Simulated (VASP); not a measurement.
P: single point with PBE

P:

```
CELL_PARAMETERS angstrom
1.69741 0.98000 3.14764
-1.69741 0.98000 3.14764
0.00000 -1.96000 3.14764
ATOMIC_POSITIONS crystal
P 0.22754 0.22754 0.22754
P 0.77246 0.77246 0.77246
```

This cell differs from its parent crystal: As replaced by P, lengths x 0.939, strained.

```yaml
Program: VASP 6.6.1
Task: single point
Functional: PBE
Potentials_or_basis: VASP PAW PBE potentials, release 64 (P)
Cutoff: 520 eV
k_mesh: 15 × 15 × 15
Occupations: gaussian, width 0.1 eV
Spin: no spin polarisation
```

| Quantity | Value |
| --- | --- |
| Pressure | 4.4 GPa |
| Largest force | 0.301 eV/Å |
| Band gap on the k mesh | zero (band 5 reaches 10.03 eV, above the bottom of band 6 at 9.16 eV) |

Forces on the atoms (eV/Å):
```
P    0.000  0.000  0.301
P    0.000  0.000 -0.301
```

Stress tensor (GPa, compression positive):
```
5.69 0.00 0.00
0.00 5.69 0.00
0.00 0.00 1.91
```

Levels at points of the mesh, in eV from the Fermi level:
```csv
k point,band 2,band 3,band 4,band 5,band 6,band 7,band 8,band 9
"(0.00, 0.00, 0.00)",-3.61,-3.47,-2.82,-2.82,1.47,2.70,2.70,5.89
```

Run time: 110 s on 1 thread of Intel(R) Xeon(R) Platinum 8259CL CPU @ 2.50GHz (Skylake/Cascade Lake) (shared host), peak memory 0.22 GiB.

Caveat: the cell differs from its parent crystal (As replaced by P, lengths x 0.939, strained).
